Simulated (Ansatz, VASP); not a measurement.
Ta: VASP beside Ansatz

```
CELL_PARAMETERS angstrom
-1.61688 1.61688 1.61688
1.61688 -1.61688 1.61688
1.61688 1.61688 -1.61688
ATOMIC_POSITIONS crystal
Ta 0.00000 0.00000 0.00000
```

Alike in both runs: task single point; functional LDA; k mesh 20 × 20 × 20; occupations fermi-dirac, width 0.15 eV; no spin polarisation.

```csv
,VASP,Ansatz
version,VASP 6.6.1,Ansatz 0.2.0
potentials or method,"VASP PAW LDA potentials, release 64 (Ta_pv), cutoff 520 eV","scalar-relativistic, plane waves, PAW"
valence electrons in the cell,11,13
```

```csv
,VASP,Ansatz,Ansatz less VASP
gap on the k mesh at the Fermi level (eV),none,none,-
pressure (GPa),5.5,4.5,-0.94
```

LDA's correlation is that of Perdew and Zunger in VASP and of Perdew and Wang (1992) in Ansatz. A gap of «none» marks a metal or a gap that the smearing closes. VASP's potentials hold 11 valence electrons a cell and Ansatz's 13, so a difference there can come from the potentials and not from the codes.

Spin-orbit coupling is off throughout.
